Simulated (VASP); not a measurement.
Here is a VASP 6.6.1 calculation.

File INCAR:

```
SYSTEM = Ir
ALGO = Normal
EDIFF = 1E-6
ENCUT = 520
GGA = CA
ISIF = 2
ISMEAR = -1
LASPH = .True.
LCHARG = .True.
LELF = .True.
LREAL = .False.
LVHAR = .True.
LWAVE = .False.
NBANDS = 20
NELM = 80
PREC = Accurate
SIGMA = 0.08
```

The input KPOINTS:

```
k-points
0
Gamma
  15 15 6
  0 0 0
```

File POSCAR:

```
Ir
1.0
    0.0000000000      1.9059363364     -1.9059363364
   -1.9059363364      0.0000000000      1.9059363364
    3.8118726728      3.8118726728      3.8118726728
Ir
3
Direct
    0.0000000000      0.0000000000      0.0000000000
    0.3333333330      0.6666666670      0.3333333330
    0.6666666670      0.3333333330      0.6666666670
```

Potentials or basis: VASP PAW LDA potentials, release 64 (Ir).

Command:

```console
$ cat potpaw_LDA.64/Ir/POTCAR > POTCAR
$ mpirun -np 1 vasp_std > vasp.out
```

(1) Estimate the band gap on the k mesh.

(2) Estimate the pressure.

Results:

(1) zero (an odd number of electrons rules out a gap without spin polarisation).

(2) 2.4 GPa.

Caveat: spin-orbit coupling is left out, which moves the levels of the heavy elements.
